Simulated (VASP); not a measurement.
# HgTe (F-43m) in VASP: a series of runs

Runs on HgTe. Level: PBE. Tasks: single point, relaxation of cell and atoms.

Everything below comes from runs of VASP 6.6.1. Logs are shortened: lines on timing, memory, paths and dates and some standing lists are left out, and cuts for length are marked.

### 1 The cell of the first run

It takes space group F-43m (No. 216, cubic). The conventional cell has a = 6.652 Å, b = 6.652 Å, c = 6.652 Å, α = 90.00°, β = 90.00°, γ = 90.00°. Hg (site symmetry -43m) has 4 Te at 2.88 Å within 3.8 Å. Within 3.8 Å of Te (site symmetry -43m) lie 4 Hg at 2.88 Å.

### 2 Single point, PBE

The input, INCAR:

```
PREC = Accurate
ENCUT = 520
EDIFF = 1E-6
ISMEAR = 0
SIGMA = 0.1
LREAL = False
LASPH = True
NELM = 100
ALGO = Normal
ISIF = 2
LWAVE = False
LCHARG = False
GGA = PE
NBANDS = 16
```

The input, KPOINTS:

```
Automatic mesh
0
Gamma
  12 12 12
```

The input, POSCAR:

```
HgTe
1.0
    0.0000000000      3.3262218529      3.3262218529
    3.3262218529      0.0000000000      3.3262218529
    3.3262218529      3.3262218529      0.0000000000
Hg Te
1 1
Direct
    0.0000000000      0.0000000000      0.0000000000
    0.2500000000      0.2500000000      0.2500000000
```

Potentials or basis: VASP PAW PBE potentials, release 64 (Hg, Te).

The run is started by

```bash
> cat potpaw_PBE.64/Hg/POTCAR potpaw_PBE.64/Te/POTCAR > POTCAR
> mpirun -np 1 vasp_std > vasp.out
```

OUTCAR:

```text
PREC = Accurate
   ENCUT = 520
   EDIFF = 1E-6
   ISMEAR = 0
   LREAL = False
   LASPH = True
   NELM = 100
   ISIF = 2
   GGA = PE

 ion  position               nearest neighbor table
   1  0.000  0.000  0.000-   2 2.88   2 2.88   2 2.88   2 2.88
   2  0.250  0.250  0.250-   1 2.88   1 2.88   1 2.88   1 2.88

  LATTYP: Found a face centered cubic cell.
 ALAT       =     6.6524437058

  Lattice vectors:

 A1 = (   0.0000000000,   3.3262218529,   3.3262218529)
 A2 = (   3.3262218529,   0.0000000000,   3.3262218529)
 A3 = (   3.3262218529,   3.3262218529,   0.0000000000)

Analysis of symmetry for initial positions (statically):
=====================================================================
 Subroutine PRICEL returns:
 Original cell was already a primitive cell.

 Routine SETGRP: Setting up the symmetry group for a
 face centered cubic supercell.

 Subroutine GETGRP returns: Found 24 space group operations
 (whereof 24 operations were pure point group operations)
 out of a pool of 48 trial point group operations.

The static configuration has the point symmetry T_d .

Analysis of symmetry for dynamics (positions and initial velocities):
=====================================================================
 Subroutine PRICEL returns:
 Original cell was already a primitive cell.

 Routine SETGRP: Setting up the symmetry group for a
 face centered cubic supercell.

 Subroutine GETGRP returns: Found 24 space group operations
 (whereof 24 operations were pure point group operations)
 out of a pool of 48 trial point group operations.

The dynamic configuration has the point symmetry T_d .

 Subroutine INISYM returns: Found 24 space group operations
 (whereof 24 operations are pure point group operations),
 and found     1 'primitive' translations

----------------------------------------------------------------------------------------

                                     Primitive cell

  volume of cell :      73.6010

  direct lattice vectors                    reciprocal lattice vectors
     0.000000000  3.326221853  3.326221853    -0.150320701  0.150320701  0.150320701
     3.326221853  0.000000000  3.326221853     0.150320701 -0.150320701  0.150320701
     3.326221853  3.326221853  0.000000000     0.150320701  0.150320701 -0.150320701

  length of vectors
     4.703988056  4.703988056  4.703988056     0.260363091  0.260363091  0.260363091

  position of ions in fractional coordinates (direct lattice)
     0.000000000  0.000000000  0.000000000
     0.250000000  0.250000000  0.250000000

  ion indices of the primitive-cell ions
   primitive index   ion index
                 1           1
                 2           2

----------------------------------------------------------------------------------------

 KPOINTS: Automatic mesh

Automatic generation of k-mesh.
 Grid dimensions read from file:
 generate k-points for:   12   12   12

 Generating k-lattice:

  Cartesian coordinates                     Fractional coordinates (reciprocal lattice)
    -0.012526725  0.012526725  0.012526725     0.083333333  0.000000000  0.000000000
     0.012526725 -0.012526725  0.012526725     0.000000000  0.083333333  0.000000000
     0.012526725  0.012526725 -0.012526725     0.000000000  0.000000000  0.083333333

  Length of vectors
     0.021696924  0.021696924  0.021696924

  Shift w.r.t. Gamma in fractional coordinates (k-lattice)
     0.000000000  0.000000000  0.000000000

 Subroutine IBZKPT returns following result:
 ===========================================

 Found     72 irreducible k-points:

 Following reciprocal coordinates:
            Coordinates               Weight
  0.000000  0.000000  0.000000      1.000000
  0.083333  0.000000  0.000000      8.000000
  0.166667  0.000000  0.000000      8.000000
  0.250000  0.000000  0.000000      8.000000
  0.333333  0.000000  0.000000      8.000000
  0.416667  0.000000  0.000000      8.000000
[... 16 lines left out ...]
  0.500000  0.166667  0.000000     24.000000
 -0.416667  0.166667  0.000000     24.000000
 [... further k-points ...]
   k-points           NKPTS =     72   k-points in BZ     NKDIM =     72   number of bands    NBANDS=     16
   number of dos      NEDOS =    301   number of ions     NIONS =      2
   total plane-waves  NPLWV =  46656
   dimension x,y,z NGX =    36 NGY =   36 NGZ =   36
   dimension x,y,z NGXF=    72 NGYF=   72 NGZF=   72
   ions per type =               1   1
   NGX,Y,Z   is equivalent  to a cutoff of  12.72, 12.72, 12.72 a.u.
   NGXF,Y,Z  is equivalent  to a cutoff of  25.45, 25.45, 25.45 a.u.
 SYSTEM =  unknown system
   PREC   = accura    normal or accurate (medium, high low for compatibility)
   ISTART =      0    job   : 0-new  1-cont  2-samecut
   ICHARG =      2    charge: 1-file 2-atom 10-const
   ISPIN  =      1    spin polarized calculation?
   LNONCOLLINEAR =      F non collinear calculations
   LSORBIT =      F    spin-orbit coupling
   LASPH  =      T    aspherical Exc in radial PAW
   ENCUT  =  520.0 eV  38.22 Ry    6.18 a.u.   8.75  8.75  8.75*2*pi/ulx,y,z
   NELM   =    100;   NELMIN=  2; NELMDL= -5     # of ELM steps
   EDIFF  = 0.1E-05   stopping-criterion for ELM
   LREAL  =      F    real-space projection
   EDIFFG = 0.1E-04   stopping-criterion for IOM
   NSW    =      0    number of steps for IOM
   IBRION =     -1    ionic relax: 0-MD 1-quasi-New 2-CG
   NFREE  =      0    steps in history (QN), initial steepest desc. (CG)
   ISIF   =      2    stress and relaxation
   ISYM   =      2    0-nonsym 1-usesym 2-fastsym
   POTIM  = 0.5000    time-step for ionic-motion
   TEBEG  =    0.0;   TEEND  =   0.0 temperature during run
   PSTRESS=    0.0 pullay stress
   NELECT =      18.0000    total number of electrons
   NUPDOWN=      -1.0000    fix difference up-down
   EMIN   =  10.00;   EMAX   =-10.00  energy-range for DOS
   EFERMI =   0.00;   METHOD = LEGACY
   ISMEAR =     0;   SIGMA  =   0.10  broadening in eV -4-tet -1-fermi 0-gaus
   EFERMI_NEDOS =   21; number of points for ismear=-14 and -15
   IALGO  =     38    algorithm
   IMIX   =      4    mixing-type and parameters
     AMIX     =   0.40;   BMIX     =  1.00
     AMIX_MAG =   1.60;   BMIX_MAG =  1.00
  volume/ion in A,a.u.               =      36.80       248.34
  Fermi-wavevector in a.u.,A,eV,Ry     =   1.023775  1.934654 14.260469  1.048115
  Thomas-Fermi vector in A             =   2.157526
   LORBIT       =      0    0 simple, 1 ext, 2 COOP (PROOUT), +10 PAW based schemes
   GGA     = PE    functional components
   LHFCALC =     F    Hartree Fock is set to
   AEXX    =    0.0000 exact exchange contribution
   IVDW    =     0    specifies the selected vdW correction
   LEPSILON=     F    determine dielectric tensor
   LRPA    =     F    only Hartree local field effects (RPA)
 non-spin polarized calculation
 Gauss-broadening in eV      SIGMA  =   0.10
  energy-cutoff  :      520.00
  volume of cell :       73.60
 maximum number of plane-waves:      2006
   NGX = 17   NGY = 17   NGZ = 17

 number of electron      17.9999998 magnetization

 Free energy of the ion-electron system (eV)
  ---------------------------------------------------
  ext. energy  EPLUGINS =         0.00000000
  ---------------------------------------------------
  free energy    TOTEN  =        -3.65190336 eV

  energy without entropy =       -3.65173885  energy(sigma->0) =       -3.65182111

 E-fermi :   2.2986     XC(G=0):  -8.3548

 val. band max:        2.2268834506   @ k =   0.0000   0.0000   0.0000
 cond. band min:       2.5791958141   @ k =   0.0833   0.0000   0.0000
 fundamental gap:      0.3523123635
 Fermi energy:         2.2985974572

 k-point     1 :       0.0000    0.0000    0.0000
  band No.  band energies     occupation
      1      -9.1823      2.00000
      2      -4.6606      2.00000
      3      -4.6606      2.00000
      4      -4.6606      2.00000
      5      -4.2292      2.00000
      6      -4.2292      2.00000
[... 8 lines left out ...]
     15      11.6549      0.00000
     16      11.6549      0.00000

 k-point     2 :       0.0833    0.0000    0.0000
  band No.  band energies     occupation
      1      -9.1532      2.00000
      2      -4.6525      2.00000
      3      -4.6525      2.00000
      4      -4.6479      2.00000
      5      -4.2300      2.00000
      6      -4.2300      2.00000
[... 8 lines left out ...]
     15      11.1934      0.00000
     16      11.1934      0.00000

 k-point     3 :       0.1667    0.0000    0.0000
  band No.  band energies     occupation
      1      -9.0721      2.00000
      2      -4.6311      2.00000
      3      -4.6311      2.00000
      4      -4.6030      2.00000
      5      -4.2311      2.00000
      6      -4.2311      2.00000
[... 8 lines left out ...]
     15      10.7924      0.00000
     16      10.7924      0.00000

 k-point     4 :       0.2500    0.0000    0.0000
  band No.  band energies     occupation
      1      -8.9572      2.00000
      2      -4.6037      2.00000
      3      -4.6037      2.00000
      4      -4.5076      2.00000
      5      -4.2295      2.00000
      6      -4.2295      2.00000
[... 8 lines left out ...]
     15      10.7291      0.00000
     16      10.7291      0.00000
[... 324 lines left out ...]
 k-point    22 :       0.4167    0.1667    0.0000
  band No.  band energies     occupation
      1      -8.7386      2.00000
      2      -4.5549      2.00000
      3      -4.5221      2.00000
      4      -4.3271      2.00000
      5      -4.2042      2.00000
      6      -4.1560      2.00000
[... 8 lines left out ...]
     15      11.5924      0.00000
     16      12.2329      0.00000

 k-point    23 :       0.5000    0.1667    0.0000
  band No.  band energies     occupation
      1      -8.6738      2.00000
      2      -4.5422      2.00000
      3      -4.5157      2.00000
      4      -4.2646      2.00000
      5      -4.2081      2.00000
      6      -3.9909      2.00000
[... 8 lines left out ...]
     15      11.7701      0.00000
     16      12.2652      0.00000

 k-point    24 :      -0.4167    0.1667    0.0000
  band No.  band energies     occupation
      1      -8.6654      2.00000
      2      -4.5374      2.00000
      3      -4.5218      2.00000
      4      -4.2397      2.00000
      5      -4.2197      2.00000
      6      -3.9530      2.00000
[... 8 lines left out ...]
     15      11.4873      0.00000
     16      11.7389      0.00000

 [... further k-points ...]

------------------------ aborting loop because EDIFF is reached ----------------------------------------

  FORCE on cell =-STRESS in cart. coord.  units (eV):
  Direction    XX          YY          ZZ          XY          YZ          ZX
  --------------------------------------------------------------------------------------
  -------------------------------------------------------------------------------------
  Total        0.0080508      0.0080508      0.0080508      0.0000000      0.0000000      0.0000000
  in kB        0.1752541      0.1752541      0.1752541      0.0000000      0.0000000      0.0000000
  external PRESSURE =       0.1752541 kB  Pullay stress =       0.0000000 kB

 VOLUME and BASIS-vectors are now :
 -----------------------------------------------------------------------------
  energy-cutoff  :      520.00
  volume of cell :       73.60
      direct lattice vectors                 reciprocal lattice vectors
     0.000000000  3.326221853  3.326221853    -0.150320701  0.150320701  0.150320701
     3.326221853  0.000000000  3.326221853     0.150320701 -0.150320701  0.150320701
     3.326221853  3.326221853  0.000000000     0.150320701  0.150320701 -0.150320701

 POSITION                                       TOTAL-FORCE (eV/Angst)
 -----------------------------------------------------------------------------------
      0.00000      0.00000      0.00000         0.000000      0.000000     -0.000000
      1.66311      1.66311      1.66311        -0.000000     -0.000000      0.000000
 -----------------------------------------------------------------------------------
    total drift:                               -0.000000     -0.000000     -0.000000

  FREE ENERGIE OF THE ION-ELECTRON SYSTEM (eV)
  ---------------------------------------------------
  free  energy   TOTEN  =        -3.6519033580 eV

  energy  without entropy=       -3.6517388536  energy(sigma->0) =       -3.65182111
```

Wall time 1.8 min (1 thread of Intel Xeon 8259CL, shared host); peak memory 0.26 GiB.

Results:

```
Free energy            : -3.6519 eV
Pressure               : 0.0 GPa
Band gap on the k mesh : zero (filled and empty bands touch)
```

Levels at points of the mesh, in eV from the Fermi level:
| k point | band 5 | band 6 | band 7 | band 8 | band 9 | band 10 | band 11 | band 12 | band 13 | band 14 |
| --- | --- | --- | --- | --- | --- | --- | --- | --- | --- | --- |
| (0.00, 0.00, 0.00) | -6.53 | -6.53 | -1.00 | -0.07 | -0.07 | -0.07 | 4.30 | 4.30 | 4.30 | 6.44 |
| (0.50, 0.00, 0.00) | -6.51 | -6.28 | -5.02 | -0.90 | -0.90 | 0.63 | 5.04 | 5.04 | 6.73 | 7.69 |
| (0.50, 0.50, 0.00) | -6.48 | -6.16 | -5.05 | -2.00 | -2.00 | 1.84 | 2.64 | 7.85 | 8.44 | 8.44 |

Caveat: semilocal functionals underestimate gaps, so a narrow gap can read as zero; spin-orbit coupling is left out, which moves the levels of the heavy elements.

### 3 Relaxation of cell and atoms, PBE

This run uses another cell than the first one, of 35.61 Å³/atom.

The input, INCAR:

```
SYSTEM = HgTe
  PREC = Accurate
  ENCUT = 600
  EDIFF = 1E-6
  ISMEAR = 0
  SIGMA = 0.1
  LREAL = .FALSE.
  LASPH = .TRUE.
  NELM = 100
  ALGO = Normal
  ISIF = 3
  LWAVE = .FALSE.
  LCHARG = .FALSE.
  GGA = PE
  IBRION = 2
  NSW = 100
  EDIFFG = -0.005
```

The input, KPOINTS:

```
Automatic mesh
0
G
  12 12 12
  0 0 0
```

The input, POSCAR:

```
HgTe
1.0
    0.0000000000      3.2899842045      3.2899842045
    3.2899842045      0.0000000000      3.2899842045
    3.2899842045      3.2899842045      0.0000000000
Hg Te
1 1
Direct
    0.0000000000      0.0000000000      0.0000000000
    0.2500000000      0.2500000000      0.2500000000
```

Potentials or basis: VASP PAW PBE potentials, release 64 (Hg, Te).

The run is started by

```bash
> cat potpaw_PBE.64/Hg/POTCAR potpaw_PBE.64/Te/POTCAR > POTCAR
> mpirun -np 1 vasp_std > vasp.out
```

OUTCAR:

```text
SYSTEM = HgTe
   PREC = Accurate
   ENCUT = 600
   EDIFF = 1E-6
   ISMEAR = 0
   LREAL = .FALSE.
   LASPH = .TRUE.
   NELM = 100
   ISIF = 3
   GGA = PE
   IBRION = 2
   NSW = 100
   EDIFFG = -0.005

 ion  position               nearest neighbor table
   1  0.000  0.000  0.000-   2 2.85   2 2.85   2 2.85   2 2.85
   2  0.250  0.250  0.250-   1 2.85   1 2.85   1 2.85   1 2.85

  LATTYP: Found a face centered cubic cell.
 ALAT       =     6.5799684090

  Lattice vectors:

 A1 = (   0.0000000000,   3.2899842045,   3.2899842045)
 A2 = (   3.2899842045,   0.0000000000,   3.2899842045)
 A3 = (   3.2899842045,   3.2899842045,   0.0000000000)

Analysis of symmetry for initial positions (statically):
[... 268 lines left out ...]
      3      -4.6653      2.00000
      4      -4.6653      2.00000
      5      -4.2350      2.00000
      6      -4.2350      2.00000
      7       1.2909      2.00000
      8       2.2179      1.69022
      9       2.2179      1.69022
     10       2.2179      1.69022
     11       6.5938      0.00000
     12       6.5938      0.00000
     13       6.5938      0.00000
[... 354 lines left out ...]
  band No.  band energies     occupation
      1      -8.6694      2.00000
      2      -4.5423      2.00000
      3      -4.5268      2.00000
      4      -4.2454      2.00000
      5      -4.2255      2.00000
      6      -3.9592      2.00000
      7      -2.6329      2.00000
      8       0.3764      2.00000
      9       1.1874      2.00000
     10       3.9346      0.00000
     11       6.9056      0.00000
     12       7.8386      0.00000
     13       8.7340      0.00000

 [... further k-points ...]

------------------------ aborting loop because EDIFF is reached ----------------------------------------

  FORCE on cell =-STRESS in cart. coord.  units (eV):
  Direction    XX          YY          ZZ          XY          YZ          ZX
  --------------------------------------------------------------------------------------
  -------------------------------------------------------------------------------------
  Total       -0.0000850     -0.0000850     -0.0000850      0.0000000      0.0000000     -0.0000000
  in kB       -0.0018483     -0.0018483     -0.0018483      0.0000000      0.0000000     -0.0000000
  external PRESSURE =      -0.0018483 kB  Pullay stress =       0.0000000 kB
[... 17 lines left out ...]
  FREE ENERGIE OF THE ION-ELECTRON SYSTEM (eV)
  ---------------------------------------------------
  free  energy   TOTEN  =        -3.6517462365 eV

  energy  without entropy=       -3.6515816247  energy(sigma->0) =       -3.65166393

 reached required accuracy - stopping structural energy minimisation
```

Run time: 4.9 min. Hardware: 1 thread of Intel Xeon 8259CL, shared host; peak memory 0.31 GiB.

Results:

```yaml
Free_energy: -3.6517 eV
Relaxed_volume: 36.84 Å³/atom
Relaxed_cell: a = 4.705 Å, b = 4.705 Å, c = 4.705 Å, α = 60.00°, β = 60.00°, γ = 60.00°
Space_group_after_relaxing_to_0.1_Å: F-43m (No. 216)
Energy_gained_by_relaxing: 4.7 meV/atom
Ionic_steps: 3
Pressure_after_relaxing: 0.0 GPa
Band_gap_on_the_k_mesh: zero (filled and empty bands touch)
```

Step by step:
| step | energy change (eV) | largest force (eV/Å) | pressure (GPa) | volume (Å³) |
| --- | --- | --- | --- | --- |
| 1 | 0.0000 | 0.0000 | 1.26 | 71.22 |
| 2 | -0.0090 | 0.0000 | -0.22 | 74.16 |
| 3 | -0.0094 | 0.0000 | 0.00 | 73.67 |

Final structure:
```
CELL_PARAMETERS angstrom
0.00000 3.32729 3.32729
3.32729 0.00000 3.32729
3.32729 3.32729 0.00000
ATOMIC_POSITIONS crystal
Hg 0.00000 0.00000 0.00000
Te 0.25000 0.25000 0.25000
```

Caveat: semilocal functionals underestimate gaps, so a narrow gap can read as zero; spin-orbit coupling is left out, which moves the levels of the heavy elements.
